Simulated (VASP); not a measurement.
# Ca (P6_3/mmc) in VASP: notebook, part 2 of 2

VASP 6.6.1. Earlier steps stand in the parts before.

### 4 Electric field gradients, PBE (volume scaled by 1.04)

INCAR

```
ALGO = Normal ; EDIFF = 1E-8
ENCUT = 520 ; GGA = PE
ISIF = 2 ; ISMEAR = -1
LASPH = True ; LCHARG = False
LEFG = True ; LREAL = False
LWAVE = False ; NBANDS = 17
NELM = 60 ; PREC = Accurate
SIGMA = 0.08
```

KPOINTS

```
k-points
0
Gamma
  11 11 6
```

POSCAR

```
Ca
1.0
    4.0323739415      0.0000000000      0.0000000000
   -2.0161869708      3.4921382709      0.0000000000
    0.0000000000      0.0000000000      6.6057993129
Ca
2
Direct
    0.3333333333      0.6666666667      0.2500000000
    0.6666666667      0.3333333333      0.7500000000
```

Potentials or basis: VASP PAW PBE potentials, release 64 (Ca_sv).

Run with:

```console
$ cat potpaw_PBE.64/Ca_sv/POTCAR > POTCAR
$ mpirun -np 1 vasp_std > vasp.out
```

OUTCAR:

```text
EDIFF = 1E-8
   ENCUT = 520
   GGA = PE
   ISIF = 2
   ISMEAR = -1
   LASPH = True
   LREAL = False
   NELM = 60
   PREC = Accurate

 ion  position               nearest neighbor table
   1  0.333  0.667  0.250-
   2  0.667  0.333  0.750-

  LATTYP: Found a hexagonal cell.
 ALAT       =     4.0323739415
 C/A-ratio  =     1.6381911521

  Lattice vectors:

 A1 = (   4.0323739415,   0.0000000000,   0.0000000000)
 A2 = (  -2.0161869708,   3.4921382709,   0.0000000000)
 A3 = (   0.0000000000,   0.0000000000,   6.6057993129)

Analysis of symmetry for initial positions (statically):
=====================================================================
 Subroutine PRICEL returns:
 Original cell was already a primitive cell.

 Routine SETGRP: Setting up the symmetry group for a
 hexagonal supercell.

 Subroutine GETGRP returns: Found 24 space group operations
 (whereof 12 operations were pure point group operations)
 out of a pool of 24 trial point group operations.

The static configuration has the point symmetry D_3d.
 The point group associated with its full space group is D_6h.

Analysis of symmetry for dynamics (positions and initial velocities):
=====================================================================
 Subroutine PRICEL returns:
 Original cell was already a primitive cell.

 Routine SETGRP: Setting up the symmetry group for a
 hexagonal supercell.

 Subroutine GETGRP returns: Found 24 space group operations
 (whereof 12 operations were pure point group operations)
 out of a pool of 24 trial point group operations.

The dynamic configuration has the point symmetry D_3d.
[... 158 lines left out ...]
      2     -40.6336      2.00000
      3     -21.6595      2.00000
      4     -21.5838      2.00000
      5     -21.5838      2.00000
      6     -21.5704      2.00000
[... 457 lines left out ...]
      4     -21.6129      2.00000
      5     -21.6091      2.00000
      6     -21.5930      2.00000
[... 9 lines left out ...]
     16       4.2907      0.00000
     17       4.4611      0.00000

 [... further k-points ...]

------------------------ aborting loop because EDIFF is reached ----------------------------------------

  FORCE on cell =-STRESS in cart. coord.  units (eV):
  Direction    XX          YY          ZZ          XY          YZ          ZX
  --------------------------------------------------------------------------------------
  -------------------------------------------------------------------------------------
  Total       -0.7882007     -0.7882007     -0.7852834      0.0000000     -0.0000000      0.0000000
  in kB      -13.5759363    -13.5759363    -13.5256890      0.0000000     -0.0000000      0.0000000
  external PRESSURE =     -13.5591872 kB  Pullay stress =       0.0000000 kB

 VOLUME and BASIS-vectors are now :
 -----------------------------------------------------------------------------
  energy-cutoff  :      520.00
  volume of cell :       93.02
      direct lattice vectors                 reciprocal lattice vectors
     4.032373942  0.000000000  0.000000000     0.247992873  0.143178752  0.000000000
    -2.016186971  3.492138271  0.000000000     0.000000000  0.286357504  0.000000000
     0.000000000  0.000000000  6.605799313     0.000000000  0.000000000  0.151382134

 POSITION                                       TOTAL-FORCE (eV/Angst)
 -----------------------------------------------------------------------------------
     -0.00000      2.32809      1.65145         0.000000     -0.000000      0.000000
      2.01619      1.16405      4.95435        -0.000000      0.000000      0.000000
 -----------------------------------------------------------------------------------
    total drift:                               -0.000000      0.000000     -0.000000

  FREE ENERGIE OF THE ION-ELECTRON SYSTEM (eV)
  ---------------------------------------------------
  free  energy   TOTEN  =        -3.8441876793 eV

  energy  without entropy=       -3.7914726077  energy(sigma->0) =       -3.81783014

 Electric field gradients (V/A^2)
---------------------------------------------------------------------
 ion       V_xx      V_yy      V_zz      V_xy      V_xz      V_yz
---------------------------------------------------------------------
   1       1.250     1.249    -2.499    -0.001     0.000    -0.000
   2       1.250     1.249    -2.499    -0.001    -0.000     0.000
---------------------------------------------------------------------

 Electric field gradients after diagonalization (V/A^2)
 (convention: |V_zz| > |V_xx| > |V_yy|)
----------------------------------------------------------------------
 ion       V_xx      V_yy      V_zz     asymmetry (V_yy - V_xx)/ V_zz
----------------------------------------------------------------------
   1       1.251     1.249    -2.499       0.001
   2       1.251     1.249    -2.499       0.001
----------------------------------------------------------------------

           NMR quadrupolar parameters

 Cq : quadrupolar parameter    Cq=e*Q*V_zz/h
 eta: asymmetry parameters     (V_yy - V_xx)/ V_zz
 Q  : nuclear electric quadrupole moment in mb (millibarn)
----------------------------------------------------------------------
 ion       Cq(MHz)       eta       Q (mb)
----------------------------------------------------------------------
   1      -0.006       0.001       1.000
   2      -0.006       0.001       1.000
----------------------------------------------------------------------
```

Wall time 57 s (1 thread of Intel Xeon Platinum 8559C (Emerald Rapids), shared host); peak memory 0.23 GiB.

Results:

```yaml
Free_energy: -3.8442 eV
Pressure: -1.4 GPa
Band_gap_on_the_k_mesh: zero (band 10 reaches 1.84 eV, above the bottom of band 11 at 1.36 eV)
```

Levels at points of the mesh, in eV from the Fermi level:
| k point | band 6 | band 7 | band 8 | band 9 | band 10 | band 11 | band 12 | band 13 | band 14 | band 15 |
| --- | --- | --- | --- | --- | --- | --- | --- | --- | --- | --- |
| (0.00, 0.00, 0.00) | -23.20 | -23.20 | -23.19 | -3.89 | -1.00 | -0.27 | 2.15 | 2.16 | 2.16 | 2.44 |
| (0.00, 0.00, 0.50) | -23.20 | -23.20 | -23.20 | -2.95 | -2.95 | 1.33 | 1.33 | 2.15 | 2.15 | 2.15 |

Electric field gradients, principal values (V/Å²):
```
atom  least  middle  greatest (by size)
1 Ca  1.249   1.251              -2.499
2 Ca  1.249   1.251              -2.499
```

Caveat: without QUAD_EFG the Cq values of the log hold for a quadrupole moment of 1 mb, not for the nuclei.

### 5 Density of states, PBE

POSCAR

```
Ca
1.0
    3.9799995206      0.0000000000      0.0000000000
   -1.9899997603      3.4467806919      0.0000000000
    0.0000000000      0.0000000000      6.5200000000
Ca
2
Direct
    0.3333333333      0.6666666667      0.2500000000
    0.6666666667      0.3333333333      0.7500000000
```

INCAR.step1

```
SYSTEM = Ca
PREC = Accurate
ENCUT = 520
EDIFF = 1E-6
ISMEAR = -1
SIGMA = 0.08
LREAL = .FALSE.
LASPH = .TRUE.
NELM = 100
ALGO = Normal
ISIF = 2
LWAVE = .FALSE.
LCHARG = .TRUE.
GGA = PE
NBANDS = 17
```

KPOINTS.step1

```
Automatic mesh
0
G
  11 11 6
  0 0 0
```

INCAR.step2

```
SYSTEM = Ca
PREC = Accurate
ENCUT = 520
EDIFF = 1E-6
ISMEAR = -5
SIGMA = 0.08
LREAL = .FALSE.
LASPH = .TRUE.
NELM = 100
ALGO = Normal
ISIF = 2
LWAVE = .FALSE.
LCHARG = .FALSE.
GGA = PE
LORBIT = 11
NBANDS = 17
NEDOS = 2001
ICHARG = 11
```

KPOINTS.step2

```
Automatic mesh
0
G
  17 17 9
  0 0 0
```

Run with:

```console
$ cat potpaw_PBE.64/Ca_sv/POTCAR > POTCAR
$ cp INCAR.step1 INCAR
$ cp KPOINTS.step1 KPOINTS
$ mpirun -np 1 vasp_std > vasp.out
$ cp INCAR.step2 INCAR
$ cp KPOINTS.step2 KPOINTS
$ mpirun -np 1 vasp_std > vasp.out
```

Wall time 6.7 min (1 thread of Intel Xeon 8259CL, shared host); peak memory 0.34 GiB.

It converged, with:

```
Valence electrons inside the program's atomic spheres : Ca 8.06
```

Levels at points of the mesh, in eV from the Fermi level:
| k point | band 7 | band 8 | band 9 | band 10 | band 11 | band 12 | band 13 | band 14 |
| --- | --- | --- | --- | --- | --- | --- | --- | --- |
| (0.00, 0.00, 0.00) | -23.14 | -23.13 | -3.99 | -1.05 | -0.28 | 2.17 | 2.18 | 2.18 |

Caveat: tetrahedron occupations give inexact forces and stress in metals.

### 6 Overview

| task | cell | k mesh for the DOS | occupations for the DOS | gap on the mesh (eV) | pressure (GPa) |
| --- | --- | --- | --- | --- | --- |
| electric field gradients | a = 3.980, b = 3.980, c = 6.520 Å, angles 90.0, 90.0, 120.0°, 2 atoms | - | - | none | -0.8 |
| electric field gradients | a = 4.006, b = 4.006, c = 6.563 Å, angles 90.0, 90.0, 120.0°, 2 atoms | - | - | none | -1.1 |
| electric field gradients | a = 4.032, b = 4.032, c = 6.606 Å, angles 90.0, 90.0, 120.0°, 2 atoms | - | - | none | -1.4 |
| density of states | a = 3.980, b = 3.980, c = 6.520 Å, angles 90.0, 90.0, 120.0°, 2 atoms | 17 × 17 × 9 | tetrahedron | - | - |

Alike in all rows: level PBE; potentials or basis VASP PAW PBE potentials, release 64 (Ca_sv); no spin polarisation; k mesh 11 × 11 × 6; cutoff (eV) 520; smearing fermi-dirac 0.08 eV.

Caveats: tetrahedron occupations give inexact forces and stress in metals (some runs).

Absolute energies hang on the potentials; compare differences alone.
